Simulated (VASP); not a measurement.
# Ga15N15F (a cell with a defect) (V_Ga-F_N) in VASP: further runs, part 2 of 2

VASP 6.6.1.

### 3 Single point, PBE

INCAR reads:

```
ALGO = Normal ; EDIFF = 1E-6
ENCUT = 520 ; GGA = PE
ISIF = 2 ; ISMEAR = 0
LASPH = True ; LCHARG = False
LREAL = Auto ; LWAVE = False
NBANDS = 160 ; NELECT = 276.0
NELM = 80 ; PREC = Accurate
SIGMA = 0.01
```

KPOINTS reads:

```
Automatic mesh
0
Gamma
  1 1 1
  0.25 0.25 0.25
```

POSCAR reads:

```
Ga15N15F
1.0
    6.4372426888      0.0000000007      0.0000000000
   -3.2186213488      5.5748157007      0.0000000000
    0.0000000000      0.0000000000     10.4870679900
Ga F N
15 1 15
Direct
    0.3382859515      0.1668202149      0.2312480426
    0.1456932991      0.3423865315      0.5073442882
    0.3449233858      0.1713366909      0.7477457431
    0.1666125936      0.3351356161      0.9980084130
    0.3356664378      0.6654741806      0.2476977431
    0.1510417234      0.8117418711      0.5069858309
    0.3356583219      0.6663166040      0.7534617805
    0.1669836827      0.8351662285      0.9978321710
    0.8343512601      0.1597631663      0.2489988339
    0.8352361013      0.1650886968      0.7496072741
    0.6716822403      0.3374985146      0.9976378183
    0.8350443815      0.6697639665      0.2490686078
    0.6487512990      0.8246842889      0.5091407716
    0.8359595239      0.6665964584      0.7501004423
    0.6654912831      0.8339194360      0.9984841484
    0.3250191563      0.1647778294      0.4341937260
    0.1689604014      0.3326855884      0.1887424926
    0.3361945207      0.1702573965      0.9398024439
    0.1706557778      0.3326888073      0.6891148424
    0.3263689800      0.6631175450      0.4380018377
    0.1686870235      0.8317727048      0.1891339820
    0.3321569000      0.6673555744      0.9394971751
    0.1717574673      0.8368962041      0.6896803697
    0.8443402662      0.1341005706      0.4330976216
    0.6742299023      0.3354709265      0.1915733450
    0.8343962067      0.1671723335      0.9393175189
    0.6767103368      0.3371794295      0.6984425097
    0.8499495611      0.7188307202      0.4321105104
    0.6648456046      0.8301403910      0.1858610350
    0.8352014570      0.6699736141      0.9398369183
    0.6661655242      0.8313229573      0.6928019251
```

Potentials or basis: VASP PAW PBE potentials, release 64 (Ga_d, F, N).

Launch:

```console
$ cat potpaw_PBE.64/Ga_d/POTCAR potpaw_PBE.64/F/POTCAR potpaw_PBE.64/N/POTCAR > POTCAR
$ mpirun -np 1 vasp_std > vasp.out
```

OUTCAR:

```text
EDIFF = 1E-6
   ENCUT = 520
   GGA = PE
   ISIF = 2
   ISMEAR = 0
   LASPH = True
   LREAL = Auto
   NELECT = 276.0
   NELM = 80
   PREC = Accurate

 ion  position               nearest neighbor table
   1  0.338  0.167  0.231-  25 1.92  21 1.92  17 1.92  16 2.13
   2  0.146  0.342  0.507-  24 1.89  19 1.92  20 1.93  16 2.13
   3  0.345  0.171  0.748-  27 1.92  23 1.96  19 1.97  18 2.01
[... 1183 lines left out ...]
  -------------------------------------------------------------------------------------
  Total       -9.1801988     -9.9016651     -4.3432184      0.9670990      0.1641527      0.2443308
  in kB      -39.0821268    -42.1535673    -18.4900366      4.1171534      0.6988342      1.0401701
  external PRESSURE =     -33.2419102 kB  Pullay stress =       0.0000000 kB

 VOLUME and BASIS-vectors are now :
 -----------------------------------------------------------------------------
  energy-cutoff  :      520.00
  volume of cell :      376.34
      direct lattice vectors                 reciprocal lattice vectors
     6.437242689  0.000000001  0.000000000     0.155346015  0.089689064  0.000000000
    -3.218621349  5.574815701  0.000000000    -0.000000000  0.179378127  0.000000000
     0.000000000  0.000000000 10.487067990     0.000000000  0.000000000  0.095355537

 POSITION                                       TOTAL-FORCE (eV/Angst)
 -----------------------------------------------------------------------------------
      1.64070      0.92999      2.42511        -0.034033      0.034526     -0.045527
     -0.16415      1.90874      5.32055        -0.017940     -0.045294     -0.009549
      1.66889      0.95517      7.84166        -0.096233      0.036809     -0.017272
     -0.00615      1.86832     10.46618         0.010486     -0.010704     -0.010925
      0.01886      3.70990      2.59762        -0.025422      0.018028     -0.016576
     -1.64040      4.52531      5.31679        -0.008072     -0.126594     -0.008271
[... 23 lines left out ...]
      3.22000      3.73498      9.85613        -0.003851     -0.012849     -0.034210
      1.61256      4.63447      7.26546         0.014695      0.004941      0.018401
 -----------------------------------------------------------------------------------
    total drift:                               -0.003242     -0.006045     -0.006889

  FREE ENERGIE OF THE ION-ELECTRON SYSTEM (eV)
  ---------------------------------------------------
  free  energy   TOTEN  =      -191.4205040697 eV

  energy  without entropy=     -191.4205040697  energy(sigma->0) =     -191.42050407
```

OSZICAR:

```text
N       E                     dE             d eps       ncg     rms          rms(c)
DAV:   1     0.484052983643E+04    0.48405E+04   -0.10639E+05  2048   0.315E+03
DAV:   2     0.112538810813E+04   -0.37151E+04   -0.35162E+04  1920   0.952E+02
DAV:   3    -0.389903908164E+02   -0.11644E+04   -0.11022E+04  2312   0.323E+02
[... 17 lines left out ...]
DAV:  21    -0.191420510180E+03    0.51859E-06   -0.37756E-05  2640   0.565E-02    0.250E-02
DAV:  22    -0.191420504696E+03    0.54839E-05   -0.28078E-05  2712   0.502E-02    0.117E-02
DAV:  23    -0.191420505743E+03   -0.10469E-05   -0.32903E-05  1960   0.580E-02    0.194E-02
DAV:  24    -0.191420503524E+03    0.22190E-05   -0.32760E-05  2176   0.188E-02    0.274E-03
DAV:  25    -0.191420504070E+03   -0.54593E-06   -0.39164E-06  1560   0.101E-02
   1 F= -.19142050E+03 E0= -.19142050E+03  d E =-.791996E-48
```

It took 13 min on 1 thread of Intel Xeon 6975P-C (Granite Rapids), shared host; peak memory 0.55 GiB.

Results:

```
Free energy   : -191.4205 eV
Largest force : 0.150 eV/Å
```

Forces on the atoms (eV/Å):
```
Ga  -0.034  0.035 -0.046
Ga  -0.018 -0.045 -0.010
Ga  -0.096  0.037 -0.017
Ga   0.010 -0.011 -0.011
Ga  -0.025  0.018 -0.017
Ga  -0.008 -0.127 -0.008
Ga  -0.039  0.017  0.006
Ga   0.089 -0.031  0.020
Ga  -0.045  0.040  0.022
Ga  -0.038  0.023  0.019
Ga   0.064 -0.047  0.011
Ga  -0.095  0.053  0.047
Ga   0.086 -0.008 -0.018
Ga  -0.065  0.078 -0.051
Ga   0.025 -0.007  0.018
F    0.008 -0.024  0.046
N   -0.045  0.008  0.052
N    0.054 -0.052 -0.042
N    0.039  0.002  0.028
N   -0.069  0.077 -0.003
N    0.032  0.046 -0.049
N   -0.002  0.001 -0.017
N    0.011 -0.010 -0.066
N    0.135 -0.065 -0.012
N   -0.019 -0.043 -0.006
N    0.018  0.006  0.046
N    0.036 -0.029  0.011
N   -0.007  0.049  0.050
N   -0.013  0.018  0.011
N   -0.004 -0.013 -0.034
N    0.015  0.005  0.018
```

Levels at points of the mesh, in eV from the Fermi level:
```csv
k point,band 136,band 137,band 138,band 139,band 140,band 141
"(0.25, 0.25, 0.25)",-0.66,-0.60,-0.10,0.21,3.71,4.57
```

Caveat: the k points lie up to 1.13 Å⁻¹ apart; the cell carries a net charge on a neutralising background, which shifts energy and pressure; the cell is charged against a uniform background, so pressure and absolute levels hang on convention.

### 4 Single point, PBE

INCAR reads:

```
PREC = Accurate ; ENCUT = 520
EDIFF = 1E-6 ; ISMEAR = 0
SIGMA = 0.01 ; LREAL = Auto
LASPH = True ; NELM = 60
ALGO = Normal ; ISIF = 2
LWAVE = False ; LCHARG = True
GGA = PE ; LELF = True
LVHAR = True ; NELECT = 278.0
NBANDS = 160
```

KPOINTS is that of step 3.

POSCAR reads:

```
Ga15N15F
1.0
    6.4372426918      0.0000000000      0.0000000000
   -3.2186213459      5.5748157015      0.0000000000
    0.0000000000      0.0000000000     10.4870679887
Ga F N
15 1 15
Direct
    0.3410043142      0.1691273330      0.2340932624
    0.1335078328      0.3451118245      0.5046336689
    0.3463522689      0.1725101047      0.7454782177
    0.1668426546      0.3355001201      0.9989632889
    0.3394479289      0.6682542898      0.2508396823
    0.1400203726      0.7974691106      0.5047245179
    0.3403331991      0.6688054128      0.7492189470
    0.1670338388      0.8352696783      0.9985535509
    0.8355087290      0.1655745789      0.2558421344
    0.8300824380      0.1685787470      0.7479199627
    0.6706303639      0.3377945498      0.9956035519
    0.8361690709      0.6679407999      0.2561570193
    0.6766596248      0.8397606167      0.4997802251
    0.8307153159      0.6592756159      0.7475436474
    0.6694066051      0.8367910356      1.0010374206
    0.3270892329      0.1650662165      0.4278876180
    0.1709395329      0.3357236566      0.1889832006
    0.3328848104      0.1684756512      0.9404633538
    0.1689844484      0.3335133010      0.6885998874
    0.3381268716      0.6694009819      0.4394328618
    0.1708379281      0.8329900141      0.1886303353
    0.3353277162      0.6690142216      0.9383596215
    0.1702025887      0.8350797925      0.6897270642
    0.8336395291      0.1604455536      0.4357045446
    0.6743570352      0.3370757217      0.1872538932
    0.8364855454      0.1676321925      0.9403721998
    0.6712489523      0.3345591185      0.6996641909
    0.8424909610      0.6866883688      0.4348989449
    0.6687148602      0.8337605233      0.1879194077
    0.8365949474      0.6726959353      0.9403124810
    0.6710445366      0.8347419772      0.6898717736
```

Launch:

```console
$ cat potpaw_PBE.64/Ga_d/POTCAR potpaw_PBE.64/F/POTCAR potpaw_PBE.64/N/POTCAR > POTCAR
$ mpirun -np 1 vasp_std > vasp.out
```

Run time: 11 min. Hardware: 1 thread of Intel Xeon 6975P-C (Granite Rapids), shared host; peak memory 0.56 GiB.

Results (log left out):

```
Free energy   : -181.8205 eV
Largest force : 0.161 eV/Å
```

Forces in eV/Å, atoms in the order of the input:
```
Ga  -0.032  0.011 -0.056
Ga  -0.048 -0.021 -0.013
Ga  -0.017  0.070 -0.008
Ga   0.054 -0.025 -0.001
Ga  -0.060  0.040 -0.003
Ga   0.009 -0.081  0.018
Ga  -0.034  0.026  0.014
Ga   0.056 -0.011  0.008
Ga  -0.060  0.040  0.067
Ga  -0.068  0.041  0.006
Ga   0.050 -0.044 -0.008
Ga  -0.044  0.033 -0.008
Ga   0.022 -0.003  0.000
Ga  -0.078 -0.001 -0.014
Ga   0.051 -0.024  0.003
F   -0.021 -0.003  0.054
N   -0.025  0.012  0.011
N   -0.002 -0.028 -0.020
N    0.032  0.008  0.023
N   -0.010  0.042 -0.019
N    0.035  0.013 -0.003
N   -0.008  0.002 -0.004
N    0.019 -0.009 -0.109
N    0.144  0.057 -0.043
N   -0.013 -0.038 -0.013
N    0.014  0.000  0.041
N   -0.039  0.001  0.013
N    0.035 -0.071  0.036
N    0.008 -0.013 -0.013
N    0.019  0.000 -0.008
N    0.010 -0.021  0.050
```

Levels at points of the mesh, in eV from the Fermi level:
```
           k point  band 137  band 138  band 139  band 140  band 141  band 142
(0.25, 0.25, 0.25)     -1.25     -0.43     -0.08      2.79      3.50      3.76
```

Caveat: the k points lie up to 1.13 Å⁻¹ apart; the cell carries a net charge on a neutralising background, which shifts energy and pressure; the cell is charged against a uniform background, so pressure and absolute levels hang on convention.

### 5 Single point, PBE

INCAR reads:

```
SYSTEM = Ga15N15F
ALGO = Normal
EDIFF = 1E-7
ENCUT = 520
GGA = PE
ISIF = 2
ISMEAR = 0
LASPH = .True.
LCHARG = .False.
LREAL = Auto
LWAVE = .False.
NBANDS = 160
NELECT = 276.0
NELM = 100
PREC = Accurate
SIGMA = 0.01
```

KPOINTS is that of step 4.

POSCAR reads:

```
Ga15N15F
1.0
    6.4372426918      0.0000000000      0.0000000000
   -3.2186213459      5.5748157015      0.0000000000
    0.0000000000      0.0000000000     10.4870679887
Ga F N
15 1 15
Direct
    0.3382859515      0.1668202149      0.2312480426
    0.1456932991      0.3423865315      0.5073442882
    0.3449233858      0.1713366909      0.7477457431
    0.1666125936      0.3351356161      0.9980084130
    0.3356664378      0.6654741806      0.2476977431
    0.1510417234      0.8117418711      0.5069858309
    0.3356583219      0.6663166040      0.7534617805
    0.1669836827      0.8351662285      0.9978321710
    0.8343512601      0.1597631663      0.2489988339
    0.8352361013      0.1650886968      0.7496072741
    0.6716822403      0.3374985146      0.9976378183
    0.8350443815      0.6697639665      0.2490686078
    0.6487512990      0.8246842889      0.5091407716
    0.8359595239      0.6665964584      0.7501004423
    0.6654912831      0.8339194360      0.9984841484
    0.3250191563      0.1647778294      0.4341937260
    0.1689604014      0.3326855884      0.1887424926
    0.3361945207      0.1702573965      0.9398024439
    0.1706557778      0.3326888073      0.6891148424
    0.3263689800      0.6631175450      0.4380018377
    0.1686870235      0.8317727048      0.1891339820
    0.3321569000      0.6673555744      0.9394971751
    0.1717574673      0.8368962041      0.6896803697
    0.8443402662      0.1341005706      0.4330976216
    0.6742299023      0.3354709265      0.1915733450
    0.8343962067      0.1671723335      0.9393175189
    0.6767103368      0.3371794295      0.6984425097
    0.8499495611      0.7188307202      0.4321105104
    0.6648456046      0.8301403910      0.1858610350
    0.8352014570      0.6699736141      0.9398369183
    0.6661655242      0.8313229573      0.6928019251
```

Launch:

```console
$ cat potpaw_PBE.64/Ga_d/POTCAR potpaw_PBE.64/F/POTCAR potpaw_PBE.64/N/POTCAR > POTCAR
$ mpirun -np 1 vasp_std > vasp.out
```

It took 13 min on 1 thread of Intel Xeon 6975P-C (Granite Rapids), shared host; peak memory 0.54 GiB.

It converged, with:

```yaml
Free_energy: -191.4205 eV
Largest_force: 0.150 eV/Å
```

Forces in eV/Å, atoms in the order of the input:
```
Ga  -0.034  0.035 -0.046
Ga  -0.018 -0.045 -0.010
Ga  -0.097  0.037 -0.017
Ga   0.010 -0.011 -0.011
Ga  -0.025  0.018 -0.017
Ga  -0.008 -0.127 -0.008
Ga  -0.039  0.017  0.006
Ga   0.089 -0.031  0.020
Ga  -0.045  0.040  0.023
Ga  -0.037  0.023  0.019
Ga   0.064 -0.047  0.012
Ga  -0.095  0.053  0.047
Ga   0.086 -0.008 -0.018
Ga  -0.065  0.078 -0.051
Ga   0.025 -0.007  0.018
F    0.008 -0.024  0.046
N   -0.045  0.008  0.052
N    0.054 -0.052 -0.042
N    0.039  0.002  0.028
N   -0.069  0.077 -0.003
N    0.032  0.046 -0.049
N   -0.002  0.001 -0.017
N    0.011 -0.010 -0.066
N    0.135 -0.064 -0.012
N   -0.019 -0.043 -0.006
N    0.018  0.006  0.046
N    0.036 -0.029  0.011
N   -0.007  0.049  0.050
N   -0.013  0.018  0.011
N   -0.004 -0.013 -0.034
N    0.015  0.005  0.018
```

Levels at points of the mesh, in eV from the Fermi level:
| k point | band 135 | band 136 | band 137 | band 138 | band 139 | band 140 | band 141 | band 142 |
| --- | --- | --- | --- | --- | --- | --- | --- | --- |
| (0.25, 0.25, 0.25) | -0.92 | -0.65 | -0.59 | -0.10 | 0.21 | 3.71 | 4.58 | 4.72 |

Caveat: the k points lie up to 1.13 Å⁻¹ apart; the cell carries a net charge on a neutralising background, which shifts energy and pressure; the cell is charged against a uniform background, so pressure and absolute levels hang on convention.
